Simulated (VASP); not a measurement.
Wanted: the native input for a VASP 6.6.1 run.

* Task: relaxation of cell and atoms
* Functional: PBEsol
* Potentials or basis: VASP PAW PBE potentials, release 64 (Al, Cu)
* Cutoff: 600 eV
* k mesh: 12 × 12 × 12
* Occupations: gaussian, width 0.1 eV
* Spin: no spin polarisation
* Target pressure: -2 GPa
* Dipole correction: no
* Further INCAR settings: ALGO = Normal; EDIFF = 1e-07; IBRION = 2; EDIFFG = -0.008; NSW = 70; ISIF = 3

The structure of AlCu3 lies in POSCAR:

```
AlCu3
1.0
    0.0000000000      2.9020421835      2.9020421835
    2.9020421835      0.0000000000      2.9020421835
    2.9020421835      2.9020421835      0.0000000000
Al Cu
1 3
Direct
    0.0000000000      0.0000000000      0.0000000000
    0.5000000000      0.5000000000      0.5000000000
    0.2500000000      0.2500000000      0.2500000000
    0.7500000000      0.7500000000      0.7500000000
```

The input as run:

INCAR

```
PREC     = Accurate       # precision mode
ENCUT    = 600            # plane-wave cutoff, eV
EDIFF    = 1E-7           # SCF threshold, eV
ISMEAR   = 0              # smearing method
SIGMA    = 0.1            # smearing width, eV
LREAL    = F              # projectors in reciprocal space
LASPH    = T              # aspherical terms in the spheres
NELM     = 60             # most SCF steps
ALGO     = Normal         # electronic algorithm
ISIF     = 3              # what is computed and relaxed
LWAVE    = F              # write WAVECAR
LCHARG   = F              # write CHGCAR
GGA      = PS             # functional
IBRION   = 2              # ionic algorithm
NSW      = 70             # ionic steps
EDIFFG   = -0.008         # ionic threshold
PSTRESS  = -20.0
```

KPOINTS

```
regular mesh
0
Gamma
  12 12 12
```

Potentials or basis: VASP PAW PBE potentials, release 64 (Al, Cu).

Launch:

```bash
$ cat potpaw_PBE.64/Al/POTCAR potpaw_PBE.64/Cu/POTCAR > POTCAR
$ mpirun -np 1 vasp_std > vasp.out
```

Results of the run:

```json
{
 "Relaxed volume": "12.20 Å³/atom",
 "Relaxed cell": "a = 4.102 Å, b = 4.102 Å, c = 4.102 Å, α = 60.00°, β = 60.00°, γ = 60.00°",
 "Space group after relaxing (to 0.05 Å)": "Fm-3m (No. 225)",
 "Energy change on relaxing (the enthalpy is what falls)": "-0.3 meV/atom",
 "Ionic steps": "3",
 "Pressure after relaxing": "-1.9 GPa",
 "Band gap on the k mesh": "zero (band 18 reaches 12.11 eV, above the bottom of band 19 at 6.28 eV)"
}
```

Caveat: the cell is relaxed towards a set pressure, so the enthalpy falls and the energy may rise; the PAW data sets were made with another functional, which shifts forces and pressure a little.

Run time: 110 s on 1 thread of Intel(R) Xeon(R) 6975P-C (Granite Rapids), with other jobs on the host, peak memory 0.26 GiB.
